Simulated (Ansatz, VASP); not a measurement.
One calculation of Sr, two programs

The input POSCAR:

```
Sr
1.0
    0.0000000000      2.9802437979      2.9802437979
    2.9802437979      0.0000000000      2.9802437979
    2.9802437979      2.9802437979      0.0000000000
Sr
1
Direct
    0.0000000000      0.0000000000      0.0000000000
```

INCAR.step1

```
SYSTEM = Sr
PREC     = Accurate       ! precision mode
ENCUT    = 520            ! plane-wave cutoff, eV
EDIFF    = 1E-5           ! SCF threshold, eV
ISMEAR   = -1             ! smearing method
SIGMA    = 0.05           ! smearing width, eV
LREAL    = .FALSE.        ! projectors in reciprocal space
LASPH    = .TRUE.         ! aspherical terms in the spheres
NELM     = 100            ! most SCF steps
ALGO     = Normal         ! electronic algorithm
ISIF     = 2              ! what is computed and relaxed
LWAVE    = .TRUE.         ! write WAVECAR
LCHARG   = .FALSE.        ! write CHGCAR
NBANDS   = 11             ! bands
GGA      = PE             ! functional
```

File INCAR.step2:

```
SYSTEM = Sr
PREC     = Accurate       ! precision mode
ENCUT    = 520            ! plane-wave cutoff, eV
EDIFF    = 1E-6           ! SCF threshold, eV
ISMEAR   = -1             ! smearing method
SIGMA    = 0.05           ! smearing width, eV
LREAL    = .FALSE.        ! projectors in reciprocal space
LASPH    = .TRUE.         ! aspherical terms in the spheres
NELM     = 100            ! most SCF steps
ALGO     = Normal         ! electronic algorithm
ISIF     = 2              ! what is computed and relaxed
LWAVE    = .FALSE.        ! write WAVECAR
LCHARG   = .FALSE.        ! write CHGCAR
GGA      = PE             ! functional
LHFCALC  = .TRUE.         ! exact exchange
HFSCREEN = 0.2079         ! screening, 1/A
PRECFOCK = Normal       
NBANDS   = 11             ! bands
ISTART   = 1
```

The input KPOINTS:

```
Automatic mesh
0
G
  4 4 4
  0 0 0
```

input

```
crystal:
  lattice:
    - [0.0, 2.9802437979, 2.9802437979]
    - [2.9802437979, 0.0, 2.9802437979]
    - [2.9802437979, 2.9802437979, 0.0]
  atoms:
    - { symbol: Sr, position: [0.0, 0.0, 0.0] }
hamiltonian:
  xc: hse06
  pseudopotentials: { kind: paw }
kpoints:
  mp_grid: { grid: [4, 4, 4] }
scf:
  occupations: { method: fermi_dirac, width: 0.05 }
output:
  forces: true
  stress: true
  eigenvalues: true
  write_density: true
  write_potential: true
  elf: true
  volumetric_format: npy
```

Alike in both runs: task single point; functional HSE06; k mesh 4 × 4 × 4; occupations fermi-dirac, width 0.05 eV; no spin polarisation.

|  | VASP | Ansatz |
| --- | --- | --- |
| version | VASP 6.6.1 | Ansatz 0.2.0 |
| potentials or method | VASP PAW PBE potentials, release 64 (Sr_sv) | Ansatz PAW |
| plane-wave cutoff (eV) | 520 | 420 |
| valence electrons in the cell | 10 | 10 |

```csv
,VASP,Ansatz,Ansatz less VASP
gap on the k mesh at the Fermi level (eV),none,none,-
pressure (GPa),1.4,1.4,+0.02
```

A gap of «none» marks a metal or a gap that the smearing closes. With one functional, cell and mesh, what is left measures potentials, basis and numerics.

The k mesh is coarse, so the values compare programs but aren't converged.
